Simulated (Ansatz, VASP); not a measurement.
## Ca2Si: VASP beside Ansatz

The input INCAR:

```
PREC = Accurate
ENCUT = 520
EDIFF = 1E-6
ISMEAR = 0
SIGMA = 0.05
LREAL = False
LASPH = True
NELM = 80
ALGO = Normal
ISIF = 2
LWAVE = False
LCHARG = False
GGA = CA
NBANDS = 19
```

File KPOINTS:

```
regular mesh
0
Gamma
  8 8 8
```

Contents of POSCAR:

```
Ca2Si
1.0
    0.0000000000      3.4199606202      3.6652565209
    3.4199606202      0.0000000000      3.6652565209
    3.4199606202      3.4199606202      0.0000000000
Ca Si
2 1
Direct
    0.7344790822      0.7344790822      0.7655209178
    0.2655209178      0.2655209178      0.2344790822
    0.0000000000      0.0000000000      0.0000000000
```

Input for Ansatz:

```yaml
crystal:
  lattice:
    - [0.0, 3.4199606202, 3.6652565209]
    - [3.4199606202, 0.0, 3.6652565209]
    - [3.4199606202, 3.4199606202, 0.0]
  atoms:
    - { symbol: Ca, position: [0.7344790822, 0.7344790822, 0.7655209178] }
    - { symbol: Ca, position: [0.2655209178, 0.2655209178, 0.2344790822] }
    - { symbol: Si, position: [0.0, 0.0, 0.0] }
basis:
  ecutwfc: 420
kpoints:
  mp_grid: { grid: [8, 8, 8] }
hamiltonian:
  xc: lda
  pseudopotentials: { kind: paw }
scf:
  occupations: { method: gaussian, width: 0.05 }
output:
  forces: true
  stress: true
  eigenvalues: true
```

Change from the starting cell: mode 6 frozen in at -0.109 Å, strain +e along z and -e/2 along x and y +0.0467.

Alike in both runs: task single point; functional LDA; k mesh 8 × 8 × 8; occupations gaussian, width 0.05 eV; no spin polarisation.

```csv
,VASP,Ansatz
version,VASP 6.6.1,Ansatz 0.2.0
potentials or method,"VASP PAW LDA potentials, release 64 (Ca_sv, Si), cutoff 520 eV","scalar-relativistic, plane waves, PAW"
valence electrons in the cell,24,24
```

```csv
,VASP,Ansatz,Ansatz less VASP
pressure (GPa),0.3,0.2,-0.11
"traceless stress, the component that is largest in VASP (GPa)",-2.95,-2.96,-0.009
rms of the force components (eV/Å),0.232,0.230,-0.0018
```

LDA's correlation is that of Perdew and Zunger in VASP and of Perdew and Wang (1992) in Ansatz. Atom by atom the forces differ by 0.002 eV/Å (rms over components).
